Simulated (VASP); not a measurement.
# TaAsO (P6/mmm) in VASP: single point with r2SCAN

Aim: the single point of TaAsO with r2SCAN.

All numbers are computed with VASP 6.6.1; they aren't measurements. Logs are shortened: lines on timing, memory, paths and dates and some standing lists are left out, and cuts for length are marked.

**1. The cell of the first run**

It takes space group P6/mmm (No. 191, hexagonal). Conventional cell: a = 7.842 Å, b = 7.842 Å, c = 3.750 Å, α = 90.00°, β = 90.00°, γ = 120.00°. Within 2.5 Å of O (site symmetry 6/mmm) lie 2 Ta at 1.87 Å. Within 2.5 Å of O (site symmetry -6m2) lie 2 Ta at 1.87 Å. Ta (site symmetry 6/mmm) has 2 O at 1.87 Å within 2.5 Å. Within 2.5 Å of Ta (site symmetry -6m2) lie 2 O at 1.87 Å and 3 As at 2.26 Å. As (site symmetry mmm) has 2 Ta at 2.26 Å and 4 O at 2.94 Å within 3.0 Å.

**2. Single point, r2SCAN**

Contents of POSCAR:

```
TaAsO
1.0
    7.8415348719      0.0000000000      0.0000000000
   -3.9207674359      6.7909684037      0.0000000000
    0.0000000000      0.0000000000      3.7499450089
O Ta As
3 3 3
Direct
    0.0000000000      0.0000000000      0.5000000000
    0.3333333333      0.6666666667      0.5000000000
    0.6666666667      0.3333333333      0.5000000000
    0.0000000000      0.0000000000      0.0000000000
    0.3333333333      0.6666666667      0.0000000000
    0.6666666667      0.3333333333      0.0000000000
    0.5000000000      0.0000000000      0.0000000000
    0.5000000000      0.5000000000      0.0000000000
    0.0000000000      0.5000000000      0.0000000000
```

Contents of INCAR.step1:

```
SYSTEM = TaAsO
ALGO = Normal
EDIFF = 1E-4
ENCUT = 520
GGA = PE
ISMEAR = -1
LASPH = .True.
LCHARG = .False.
LREAL = .False.
LWAVE = .True.
NBANDS = 43
NELM = 60
PREC = Accurate
SIGMA = 0.1
```

Contents of INCAR.step2:

```
SYSTEM = TaAsO
ALGO = Normal
EDIFF = 1E-6
ENCUT = 520
ISIF = 2
ISMEAR = -1
ISTART = 1
LASPH = .True.
LCHARG = .False.
LMIXTAU = .True.
LREAL = .False.
LWAVE = .False.
METAGGA = R2SCAN
NBANDS = 43
NELM = 60
PREC = Accurate
SIGMA = 0.1
```

Contents of KPOINTS:

```
k-points
0
Gamma
  5 5 8
  0 0 0
```

Potentials or basis: VASP PAW PBE potentials, release 64 (O, Ta_pv, As).

Started as:

```bash
> cat potpaw_PBE.64/O/POTCAR potpaw_PBE.64/Ta_pv/POTCAR potpaw_PBE.64/As/POTCAR > POTCAR
> cp INCAR.step1 INCAR
> mpirun -np 1 vasp_std > vasp.out
> cp INCAR.step2 INCAR
> mpirun -np 1 vasp_std > vasp.out
```

OUTCAR:

```text
SYSTEM = TaAsO
   EDIFF = 1E-6
   ENCUT = 520
   ISIF = 2
   ISMEAR = -1
   ISTART = 1
   LASPH = .True.
   LREAL = .False.
   METAGGA = R2SCAN
   NELM = 60
   PREC = Accurate

 ion  position               nearest neighbor table
   1  0.000  0.000  0.500-   4 1.87   4 1.87
   2  0.333  0.667  0.500-   5 1.87   5 1.87
   3  0.667  0.333  0.500-   6 1.87   6 1.87
   4  0.000  0.000  0.000-   1 1.87   1 1.87
   5  0.333  0.667  0.000-   2 1.87   2 1.87   7 2.26   9 2.26   8 2.26
   6  0.667  0.333  0.000-   3 1.87   3 1.87   7 2.26   9 2.26   8 2.26
   7  0.500  0.000  0.000-   5 2.26   6 2.26
   8  0.500  0.500  0.000-   5 2.26   6 2.26
   9  0.000  0.500  0.000-   5 2.26   6 2.26

  LATTYP: Found a hexagonal cell.
 ALAT       =     7.8415348719
 C/A-ratio  =     0.4782156899

  Lattice vectors:

 A1 = (   7.8415348719,   0.0000000000,   0.0000000000)
 A2 = (  -3.9207674359,   6.7909684037,   0.0000000000)
 A3 = (   0.0000000000,   0.0000000000,   3.7499450089)

Analysis of symmetry for initial positions (statically):
=====================================================================
 Subroutine PRICEL returns:
 Original cell was already a primitive cell.

 Routine SETGRP: Setting up the symmetry group for a
 hexagonal supercell.

 Subroutine GETGRP returns: Found 24 space group operations
 (whereof 24 operations were pure point group operations)
 out of a pool of 24 trial point group operations.

The static configuration has the point symmetry D_6h.

Analysis of symmetry for dynamics (positions and initial velocities):
=====================================================================
 Subroutine PRICEL returns:
 Original cell was already a primitive cell.

 Routine SETGRP: Setting up the symmetry group for a
 hexagonal supercell.

 Subroutine GETGRP returns: Found 24 space group operations
 (whereof 24 operations were pure point group operations)
 out of a pool of 24 trial point group operations.

The dynamic configuration has the point symmetry D_6h.

 Subroutine INISYM returns: Found 24 space group operations
 (whereof 24 operations are pure point group operations),
 and found     1 'primitive' translations

----------------------------------------------------------------------------------------

                                     Primitive cell

  volume of cell :     199.6906

  direct lattice vectors                    reciprocal lattice vectors
     7.841534872  0.000000000  0.000000000     0.127526054  0.073627202  0.000000000
    -3.920767436  6.790968404  0.000000000     0.000000000  0.147254403  0.000000000
     0.000000000  0.000000000  3.749945009     0.000000000  0.000000000  0.266670577

  length of vectors
     7.841534872  7.841534872  3.749945009     0.147254403  0.147254403  0.266670577

  position of ions in fractional coordinates (direct lattice)
     0.000000000  0.000000000  0.500000000
     0.333333333  0.666666667  0.500000000
     0.666666667  0.333333333  0.500000000
     0.000000000  0.000000000  0.000000000
     0.333333333  0.666666667  0.000000000
     0.666666667  0.333333333  0.000000000
     0.500000000  0.000000000  0.000000000
     0.500000000  0.500000000  0.000000000
     0.000000000  0.500000000  0.000000000

  ion indices of the primitive-cell ions
   primitive index   ion index
                 1           1
                 2           2
                 3           3
                 4           4
                 5           5
                 6           6
                 7           7
                 8           8
                 9           9

----------------------------------------------------------------------------------------

 KPOINTS: k-points

Automatic generation of k-mesh.
 Grid dimensions read from file:
 generate k-points for:    5    5    8

 Generating k-lattice:

  Cartesian coordinates                     Fractional coordinates (reciprocal lattice)
     0.025505211  0.014725440  0.000000000     0.200000000  0.000000000  0.000000000
     0.000000000  0.029450881  0.000000000     0.000000000  0.200000000  0.000000000
     0.000000000  0.000000000  0.033333822     0.000000000  0.000000000  0.125000000

  Length of vectors
     0.029450881  0.029450881  0.033333822

  Shift w.r.t. Gamma in fractional coordinates (k-lattice)
     0.000000000  0.000000000  0.000000000

 Subroutine IBZKPT returns following result:
 ===========================================

 Found     25 irreducible k-points:

 Following reciprocal coordinates:
            Coordinates               Weight
  0.000000  0.000000  0.000000      1.000000
  0.200000 -0.000000  0.000000      6.000000
  0.400000 -0.000000  0.000000      6.000000
  0.200000  0.200000  0.000000      6.000000
  0.400000  0.200000  0.000000      6.000000
  0.000000  0.000000  0.125000      2.000000
[... 16 lines left out ...]
  0.400000 -0.000000  0.500000      6.000000
  0.200000  0.200000  0.500000      6.000000
   k-points           NKPTS =     25   k-points in BZ     NKDIM =     25   number of bands    NBANDS=     43
   number of dos      NEDOS =    301   number of ions     NIONS =      9
   total plane-waves  NPLWV = 100800
   dimension x,y,z NGX =    60 NGY =   60 NGZ =   28
   dimension x,y,z NGXF=   120 NGYF=  120 NGZF=   56
   ions per type =               3   3   3
   NGX,Y,Z   is equivalent  to a cutoff of  12.72, 12.72, 12.41 a.u.
   NGXF,Y,Z  is equivalent  to a cutoff of  25.44, 25.44, 24.83 a.u.
 SYSTEM =  TaAsO
   PREC   = accura    normal or accurate (medium, high low for compatibility)
   ISTART =      1    job   : 0-new  1-cont  2-samecut
   ICHARG =      0    charge: 1-file 2-atom 10-const
   ISPIN  =      1    spin polarized calculation?
   LNONCOLLINEAR =      F non collinear calculations
   LSORBIT =      F    spin-orbit coupling
   LASPH  =      T    aspherical Exc in radial PAW
   ENCUT  =  520.0 eV  38.22 Ry    6.18 a.u.  14.58 14.58  6.97*2*pi/ulx,y,z
   NELM   =     60;   NELMIN=  2; NELMDL=  0     # of ELM steps
   EDIFF  = 0.1E-05   stopping-criterion for ELM
   LREAL  =      F    real-space projection
   EDIFFG = 0.1E-04   stopping-criterion for IOM
   NSW    =      0    number of steps for IOM
   IBRION =     -1    ionic relax: 0-MD 1-quasi-New 2-CG
   NFREE  =      0    steps in history (QN), initial steepest desc. (CG)
   ISIF   =      2    stress and relaxation
   ISYM   =      2    0-nonsym 1-usesym 2-fastsym
   POTIM  = 0.5000    time-step for ionic-motion
   TEBEG  =    0.0;   TEEND  =   0.0 temperature during run
   PSTRESS=    0.0 pullay stress
   NELECT =      66.0000    total number of electrons
   NUPDOWN=      -1.0000    fix difference up-down
   EMIN   =  10.00;   EMAX   =-10.00  energy-range for DOS
   EFERMI =   0.00;   METHOD = LEGACY
   ISMEAR =    -1;   SIGMA  =   0.10  broadening in eV -4-tet -1-fermi 0-gaus
   EFERMI_NEDOS =   21; number of points for ismear=-14 and -15
   IALGO  =     38    algorithm
   IMIX   =      4    mixing-type and parameters
     AMIX     =   0.40;   BMIX     =  1.00
     AMIX_MAG =   1.60;   BMIX_MAG =  1.00
  volume/ion in A,a.u.               =      22.19       149.73
  Fermi-wavevector in a.u.,A,eV,Ry     =   1.131888  2.138959 17.431392  1.281171
  Thomas-Fermi vector in A             =   2.268588
   LORBIT       =      0    0 simple, 1 ext, 2 COOP (PROOUT), +10 PAW based schemes
   METAGGA = R2SCAN    functional components
   LHFCALC =     F    Hartree Fock is set to
   AEXX    =    0.0000 exact exchange contribution
   IVDW    =     0    specifies the selected vdW correction
   LEPSILON=     F    determine dielectric tensor
   LRPA    =     F    only Hartree local field effects (RPA)
 non-spin polarized calculation
  energy-cutoff  :      520.00
  volume of cell :      199.69
 maximum number of plane-waves:      5432
 NGX is ok and might be reduce to    60
   NGX = 29   NGY = 29   NGZ = 13

 number of electron      65.9999968 magnetization

 Free energy of the ion-electron system (eV)
  ---------------------------------------------------
  ext. energy  EPLUGINS =         0.00000000
  ---------------------------------------------------
  free energy    TOTEN  =      -209.61111444 eV

  energy without entropy =     -209.29479210  energy(sigma->0) =     -209.45295327

 E-fermi :   2.0073     XC(G=0):  -9.6817

 val. band max:        2.0054948260   @ k =   0.4000   0.2000   0.5000
 cond. band min:       2.0076633524   @ k =   0.2000   0.2000   0.5000
 fundamental gap:      0.0021685264
 Fermi energy:         2.0072818039

 k-point     1 :       0.0000    0.0000    0.0000
  band No.  band energies     occupation
      1     -35.8226      2.00000
      2     -35.4965      2.00000
      3     -35.4965      2.00000
      4     -33.5932      2.00000
      5     -33.5932      2.00000
      6     -33.5856      2.00000
[... 35 lines left out ...]
     42       3.4342      0.00000
     43       7.1873      0.00000

 k-point     2 :       0.2000   -0.0000    0.0000
  band No.  band energies     occupation
      1     -35.8227      2.00000
      2     -35.4965      2.00000
      3     -35.4965      2.00000
      4     -33.5928      2.00000
      5     -33.5925      2.00000
      6     -33.5864      2.00000
[... 35 lines left out ...]
     42       4.0752      0.00000
     43       6.6852      0.00000

 k-point     3 :       0.4000   -0.0000    0.0000
  band No.  band energies     occupation
      1     -35.8227      2.00000
      2     -35.4965      2.00000
      3     -35.4965      2.00000
      4     -33.5921      2.00000
      5     -33.5906      2.00000
      6     -33.5883      2.00000
[... 919 lines left out ...]
      6     -33.5821      2.00000
[... 35 lines left out ...]
     42       6.6597      0.00000
     43       6.9614      0.00000

 k-point    24 :       0.2000    0.2000    0.5000
  band No.  band energies     occupation
      1     -36.0454      2.00000
      2     -35.4878      2.00000
      3     -35.4878      2.00000
      4     -33.8357      2.00000
      5     -33.8335      2.00000
      6     -33.5822      2.00000
[... 35 lines left out ...]
     42       6.8276      0.00000
     43       6.8492      0.00000

 [... further k-points ...]

------------------------ aborting loop because EDIFF is reached ----------------------------------------

  FORCE on cell =-STRESS in cart. coord.  units (eV):
  Direction    XX          YY          ZZ          XY          YZ          ZX
  --------------------------------------------------------------------------------------
  -------------------------------------------------------------------------------------
  Total       25.1940011     25.1940011     26.6591648      0.0000000      0.0000000      0.0000000
  in kB      202.1389659    202.1389659    213.8944099      0.0000000      0.0000000      0.0000000
  external PRESSURE =     206.0574472 kB  Pullay stress =       0.0000000 kB

 VOLUME and BASIS-vectors are now :
 -----------------------------------------------------------------------------
  energy-cutoff  :      520.00
  volume of cell :      199.69
      direct lattice vectors                 reciprocal lattice vectors
     7.841534872  0.000000000  0.000000000     0.127526054  0.073627202  0.000000000
    -3.920767436  6.790968404  0.000000000     0.000000000  0.147254403  0.000000000
     0.000000000  0.000000000  3.749945009     0.000000000  0.000000000  0.266670577

 POSITION                                       TOTAL-FORCE (eV/Angst)
 -----------------------------------------------------------------------------------
      0.00000      0.00000      1.87497         0.000000      0.000000      0.000000
     -0.00000      4.52731      1.87497        -0.000000      0.000000      0.000000
      3.92077      2.26366      1.87497         0.000000     -0.000000      0.000000
      0.00000      0.00000      0.00000         0.000000      0.000000      0.000000
     -0.00000      4.52731      0.00000         0.000000      0.000000     -0.000000
      3.92077      2.26366      0.00000        -0.000000      0.000000      0.000000
      3.92077      0.00000      0.00000         0.000000      0.000000      0.000000
      1.96038      3.39548      0.00000         0.000000      0.000000      0.000000
     -1.96038      3.39548      0.00000         0.000000      0.000000      0.000000
 -----------------------------------------------------------------------------------
    total drift:                                0.000000      0.000000     -0.000000

  FREE ENERGIE OF THE ION-ELECTRON SYSTEM (eV)
  ---------------------------------------------------
  free  energy   TOTEN  =      -209.6111144399 eV

  energy  without entropy=     -209.2947921002  energy(sigma->0) =     -209.45295327
```

Run time: 15 min. Hardware: 1 thread of Intel Xeon 8259CL, shared host; peak memory 0.47 GiB.

Results:

| Quantity | Value |
| --- | --- |
| Free energy | -209.6111 eV |
| Pressure | 20.6 GPa |
| Band gap on the k mesh | zero (bands 33 and 34 overlap by 0.43 eV) |

Levels at points of the mesh, in eV from the Fermi level:
```tsv
k point	band 30	band 31	band 32	band 33	band 34	band 35	band 36	band 37
(0.00, 0.00, 0.00)	-1.04	-0.83	-0.83	-0.36	-0.36	-0.07	0.52	0.52
(0.00, 0.00, 0.50)	-1.31	-0.49	-0.11	-0.11	0.00	0.00	0.40	1.50
```

Caveat: the cell stands under pressure; the PAW data sets were made with another functional, which shifts forces and pressure a little; spin-orbit coupling is left out, which moves the levels of the heavy elements.
